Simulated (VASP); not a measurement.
A run of VASP 6.6.1 is set up as follows.

The input INCAR:

```
PREC     = Accurate       # precision mode
ENCUT    = 520            # plane-wave cutoff, eV
EDIFF    = 1E-6           # SCF threshold, eV
ISMEAR   = 0              # smearing method
SIGMA    = 0.02           # smearing width, eV
LREAL    = F              # projectors in reciprocal space
LASPH    = T              # aspherical terms in the spheres
NELM     = 80             # most SCF steps
ALGO     = Normal         # electronic algorithm
ISIF     = 2              # what is computed and relaxed
LWAVE    = F              # write WAVECAR
LCHARG   = F              # write CHGCAR
GGA      = PE             # functional
NBANDS   = 18             # bands
```

KPOINTS

```
regular mesh
0
Gamma
  8 1 6
```

POSCAR

```
P
1.0
    3.3278929546      0.0000000000      0.0000000000
    0.0000000000     35.1244377237      0.0000000000
    0.0000000000      0.0000000000      4.4959203241
P
4
Direct
    0.0000000000      0.9697950633      0.5869897909
    0.0000000000      0.0302049367      0.4130102091
    0.5000000000      0.0302049367      0.0869897909
    0.5000000000      0.9697950633      0.9130102091
```

Potentials or basis: VASP PAW PBE potentials, release 64 (P).

Command:

```console
$ cat potpaw_PBE.64/P/POTCAR > POTCAR
$ mpirun -np 1 vasp_std > vasp.out
```

What does it give for the largest force?

0.190 eV/Å.

What does it give for the band gap on the k mesh?

0.76 eV.

Forces in eV/Å, atoms in the order of the input:
```
P    0.000  0.068 -0.177
P    0.000 -0.068  0.177
P    0.000 -0.068 -0.177
P    0.000  0.068  0.177
```

Caveat: the cell differs from its parent crystal (uniaxial strain along c: -3.0 %); there is no dipole correction, which matters where the two faces differ; semilocal functionals underestimate gaps, and a narrow one can read as zero.
